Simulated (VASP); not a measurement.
# SiC (I-4m2) in VASP: a series of runs, part 2 of 2

VASP 6.6.1. The steps go on from the part before.

### 4 Single point, r2SCAN (epitaxial xy strain +1.0%)

POSCAR

```
SiC
1.0
    0.0000000000      2.1998328745      2.1639622962
    2.1998328745      0.0000000000      2.1639622962
    2.1998328745      2.1998328745      0.0000000000
Si C
1 1
Direct
    0.0000000000      0.0000000000      0.0000000000
    0.2500000000      0.2500000000      0.2500000000
```

INCAR.step1

```
SYSTEM = SiC
PREC     = Accurate       ! precision mode
ENCUT    = 520            ! plane-wave cutoff, eV
ISMEAR   = 0              ! smearing method
SIGMA    = 0.01           ! smearing width, eV
LREAL    = .False.        ! projectors in reciprocal space
LASPH    = .True.         ! aspherical terms in the spheres
NELM     = 80             ! most SCF steps
NBANDS   = 11             ! bands
GGA      = PE             ! functional
ALGO     = Normal         ! electronic algorithm
EDIFF    = 1E-4           ! SCF threshold, eV
LWAVE    = .True.         ! write WAVECAR
LCHARG   = .False.        ! write CHGCAR
```

INCAR.step2

```
SYSTEM = SiC
PREC     = Accurate       ! precision mode
ENCUT    = 520            ! plane-wave cutoff, eV
EDIFF    = 1E-6           ! SCF threshold, eV
ISMEAR   = 0              ! smearing method
SIGMA    = 0.01           ! smearing width, eV
LREAL    = .False.        ! projectors in reciprocal space
LASPH    = .True.         ! aspherical terms in the spheres
NELM     = 80             ! most SCF steps
ALGO     = Normal         ! electronic algorithm
ISIF     = 2              ! what is computed and relaxed
LWAVE    = .False.        ! write WAVECAR
LCHARG   = .False.        ! write CHGCAR
METAGGA  = R2SCAN         ! meta-GGA
LMIXTAU  = .True.       
NBANDS   = 11             ! bands
ISTART   = 1
```

KPOINTS

```
Automatic mesh
0
Gamma
  10 10 10
  0 0 0
```

On the command line:

```
cat potpaw_PBE.64/Si/POTCAR potpaw_PBE.64/C/POTCAR > POTCAR
cp INCAR.step1 INCAR
mpirun -np 1 vasp_std > vasp.out
cp INCAR.step2 INCAR
mpirun -np 1 vasp_std > vasp.out
```

It took 1.8 min on 1 thread of AMD EPYC 7R13, shared host; peak memory 0.12 GiB.

It converged, with:

```
Free energy            : -19.3210 eV
Pressure               : -3.1 GPa
Band gap on the k mesh : 1.56 eV, indirect (least direct gap 5.02 eV)
```

Stress tensor (GPa, compression positive):
```
-4.60  0.00  0.00
 0.00 -4.60  0.00
 0.00  0.00 -0.15
```

Levels at points of the mesh, in eV from the valence-band top:
| k point | band 1 | band 2 | band 3 | band 4 | band 5 | band 6 | band 7 | band 8 | band 9 |
| --- | --- | --- | --- | --- | --- | --- | --- | --- | --- |
| (0.00, 0.00, 0.00) | -16.16 | -0.11 | -0.11 | 0.00 | 6.60 | 7.65 | 7.70 | 7.70 | 14.80 |
| (0.50, 0.00, 0.00) | -12.58 | -8.83 | -1.28 | -1.08 | 5.77 | 7.50 | 7.77 | 10.81 | 17.14 |
| (0.50, 0.50, 0.00) | -11.04 | -7.95 | -3.51 | -3.51 | 1.56 | 4.50 | 14.85 | 14.85 | 15.92 |
| (0.50, 0.00, 0.50) | -11.17 | -8.16 | -3.34 | -3.31 | 1.71 | 4.80 | 14.66 | 15.19 | 15.64 |

Caveat: the cell differs from its parent crystal (epitaxial xy strain +1.0%); the PAW data sets were made with another functional, which shifts forces and pressure a little. A k mesh can miss the band edges.

### 5 Single point, r2SCAN (epitaxial xy strain +2.0%)

POSCAR

```
SiC
1.0
    0.0000000000      2.2216133981      2.1493611453
    2.2216133981      0.0000000000      2.1493611453
    2.2216133981      2.2216133981      0.0000000000
Si C
1 1
Direct
    0.0000000000      0.0000000000      0.0000000000
    0.2500000000      0.2500000000      0.2500000000
```

INCAR.step1

```
ALGO = Normal ; EDIFF = 1E-4
ENCUT = 520 ; GGA = PE
ISMEAR = 0 ; LASPH = T
LCHARG = F ; LREAL = F
LWAVE = T ; NBANDS = 11
NELM = 100 ; PREC = Accurate
SIGMA = 0.01
```

INCAR.step2

```
ALGO = Normal ; EDIFF = 1E-7
ENCUT = 520 ; ISIF = 2
ISMEAR = 0 ; ISTART = 1
LASPH = T ; LCHARG = F
LMIXTAU = T ; LREAL = F
LWAVE = F ; METAGGA = R2SCAN
NBANDS = 11 ; NELM = 100
PREC = Accurate ; SIGMA = 0.01
```

KPOINTS

```
k-points
0
Gamma
  10 10 10
```

Potentials or basis: VASP PAW PBE potentials, release 64 (Si, C).

On the command line:

```
cat potpaw_PBE.64/Si/POTCAR potpaw_PBE.64/C/POTCAR > POTCAR
cp INCAR.step1 INCAR
mpirun -np 1 vasp_std > vasp.out
cp INCAR.step2 INCAR
mpirun -np 1 vasp_std > vasp.out
```

OUTCAR:

```text
EDIFF = 1E-7
   ENCUT = 520
   ISIF = 2
   ISMEAR = 0
   ISTART = 1
   LASPH = T
   LREAL = F
   METAGGA = R2SCAN
   NELM = 100
   PREC = Accurate

 ion  position               nearest neighbor table
   1  0.000  0.000  0.000-   2 1.90   2 1.90   2 1.90   2 1.90
   2  0.250  0.250  0.250-   1 1.90   1 1.90   1 1.90   1 1.90

  LATTYP: Found a body centered tetragonal cell.
 ALAT       =     3.1418357979
 C/A-ratio  =     1.3682199093

  Lattice vectors:

 A1 = (   0.0000000000,  -2.2216133981,  -2.1493611453)
 A2 = (   0.0000000000,   2.2216133981,  -2.1493611453)
 A3 = (   2.2216133981,   0.0000000000,   2.1493611453)

Analysis of symmetry for initial positions (statically):
=====================================================================
 Subroutine PRICEL returns:
 Original cell was already a primitive cell.

 Routine SETGRP: Setting up the symmetry group for a
 body centered tetragonal supercell.

 Subroutine GETGRP returns: Found  8 space group operations
 (whereof  8 operations were pure point group operations)
 out of a pool of 16 trial point group operations.

The static configuration has the point symmetry D_2d.

Analysis of symmetry for dynamics (positions and initial velocities):
=====================================================================
 Subroutine PRICEL returns:
 Original cell was already a primitive cell.

 Routine SETGRP: Setting up the symmetry group for a
 body centered tetragonal supercell.

 Subroutine GETGRP returns: Found  8 space group operations
 (whereof  8 operations were pure point group operations)
 out of a pool of 16 trial point group operations.

The dynamic configuration has the point symmetry D_2d.

 Subroutine INISYM returns: Found  8 space group operations
 (whereof  8 operations are pure point group operations),
 and found     1 'primitive' translations

----------------------------------------------------------------------------------------

                                     Primitive cell

[... 112 lines left out ...]
  Fermi-wavevector in a.u.,A,eV,Ry     =   1.182713  2.235004 19.031966  1.398810
  Thomas-Fermi vector in A             =   2.318962
   LORBIT       =      0    0 simple, 1 ext, 2 COOP (PROOUT), +10 PAW based schemes
   METAGGA = R2SCAN    functional components
   LHFCALC =     F    Hartree Fock is set to
   AEXX    =    0.0000 exact exchange contribution
   IVDW    =     0    specifies the selected vdW correction
   LEPSILON=     F    determine dielectric tensor
   LRPA    =     F    only Hartree local field effects (RPA)
 non-spin polarized calculation
 Gauss-broadening in eV      SIGMA  =   0.01
  energy-cutoff  :      520.00
  volume of cell :       21.22
 maximum number of plane-waves:       586
   NGX = 11   NGY = 11   NGZ = 11

 number of electron       8.0000001 magnetization

 Free energy of the ion-electron system (eV)
  ---------------------------------------------------
  ext. energy  EPLUGINS =         0.00000000
  ---------------------------------------------------
  free energy    TOTEN  =       -19.30380328 eV

  energy without entropy =      -19.30380328  energy(sigma->0) =      -19.30380328

 E-fermi :   7.9447     XC(G=0): -11.8236

 val. band max:        7.8563456839   @ k =   0.0000   0.0000   0.0000
 cond. band min:       9.2518002225   @ k =   0.5000   0.5000   0.0000
 fundamental gap:      1.3954545387
 Fermi energy:         7.9446525274

 k-point     1 :       0.0000    0.0000    0.0000
  band No.  band energies     occupation
      1      -8.2745      2.00000
      2       7.6367      2.00000
      3       7.6367      2.00000
      4       7.8563      2.00000
      5      14.2195      0.00000
      6      15.3055      0.00000
      7      15.4103      0.00000
      8      15.4103      0.00000
      9      22.2521      0.00000
     10      23.2187      0.00000
     11      25.0651      0.00000
[... 309 lines left out ...]
 k-point    24 :       0.4000    0.3000    0.0000
  band No.  band energies     occupation
      1      -4.9924      2.00000
      2       2.0599      2.00000
      3       4.3986      2.00000
      4       4.7869      2.00000
      5      10.8476      0.00000
      6      13.4180      0.00000
      7      19.9676      0.00000
      8      20.1361      0.00000
      9      22.4817      0.00000
     10      26.3552      0.00000
     11      29.9015      0.00000

 [... further k-points ...]
[... 5 lines left out ...]
  --------------------------------------------------------------------------------------
  -------------------------------------------------------------------------------------
  Total       -1.1609177     -1.1609177     -0.0180846      0.0000000     -0.0000000      0.0000000
  in kB      -87.6669021    -87.6669021     -1.3656617      0.0000000     -0.0000000      0.0000000
  external PRESSURE =     -58.8998220 kB  Pullay stress =       0.0000000 kB

 VOLUME and BASIS-vectors are now :
 -----------------------------------------------------------------------------
  energy-cutoff  :      520.00
  volume of cell :       21.22
      direct lattice vectors                 reciprocal lattice vectors
     0.000000000  2.221613398  2.149361145    -0.225061660  0.225061660  0.232627263
     2.221613398  0.000000000  2.149361145     0.225061660 -0.225061660  0.232627263
     2.221613398  2.221613398  0.000000000     0.225061660  0.225061660 -0.232627263

 POSITION                                       TOTAL-FORCE (eV/Angst)
 -----------------------------------------------------------------------------------
      0.00000      0.00000      0.00000        -0.000000     -0.000000     -0.000000
      1.11081      1.11081      1.07468         0.000000      0.000000      0.000000
 -----------------------------------------------------------------------------------
    total drift:                               -0.000001     -0.000001      0.000000

  FREE ENERGIE OF THE ION-ELECTRON SYSTEM (eV)
  ---------------------------------------------------
  free  energy   TOTEN  =       -19.3038032821 eV

  energy  without entropy=      -19.3038032821  energy(sigma->0) =      -19.30380328
```

OUTCAR.step1:

```text
EDIFF = 1E-4
   ENCUT = 520
   GGA = PE
   ISMEAR = 0
   LASPH = T
[... 557 lines left out ...]
 -----------------------------------------------------------------------------------
      0.00000      0.00000      0.00000         0.000000      0.000000     -0.000000
      1.11081      1.11081      1.07468        -0.000000     -0.000000      0.000000
 -----------------------------------------------------------------------------------
    total drift:                                0.000000      0.000000     -0.000000

  FREE ENERGIE OF THE ION-ELECTRON SYSTEM (eV)
  ---------------------------------------------------
  free  energy   TOTEN  =       -15.0476034109 eV

  energy  without entropy=      -15.0476034109  energy(sigma->0) =      -15.04760341
```

Wall time 2.3 min (1 thread of AMD EPYC 7R13, shared host); peak memory 0.12 GiB.

Results:

```
Free energy            : -19.3038 eV
Pressure               : -5.9 GPa
Band gap on the k mesh : 1.40 eV, indirect (least direct gap 4.98 eV)
```

Caveat: the cell differs from its parent crystal (epitaxial xy strain +2.0%); the PAW data sets were made with another functional, which shifts forces and pressure a little.

### 6 Overview

| cell | gap on the mesh (eV) | pressure (GPa) |
| --- | --- | --- |
| a = 3.070, b = 3.070, c = 3.019 Å, angles 60.5, 60.5, 58.9°, 2 atoms | 1.52 | 6.4 |
| a = 3.075, b = 3.075, c = 3.049 Å, angles 60.3, 60.3, 59.5°, 2 atoms | 1.62 | 3.0 |
| a = 3.086, b = 3.086, c = 3.111 Å, angles 59.7, 59.7, 60.5°, 2 atoms | 1.56 | -3.1 |
| a = 3.091, b = 3.091, c = 3.142 Å, angles 59.5, 59.5, 61.1°, 2 atoms | 1.40 | -5.9 |

Alike in all rows: task single point; level r2SCAN; potentials or basis VASP PAW PBE potentials, release 64 (Si, C); no spin polarisation; k mesh 10 × 10 × 10; cutoff (eV) 520; smearing gaussian 0.01 eV.

Caveats: the PAW data sets were made with another functional, which shifts forces and pressure a little.

Absolute energies hang on the potentials; compare differences alone.
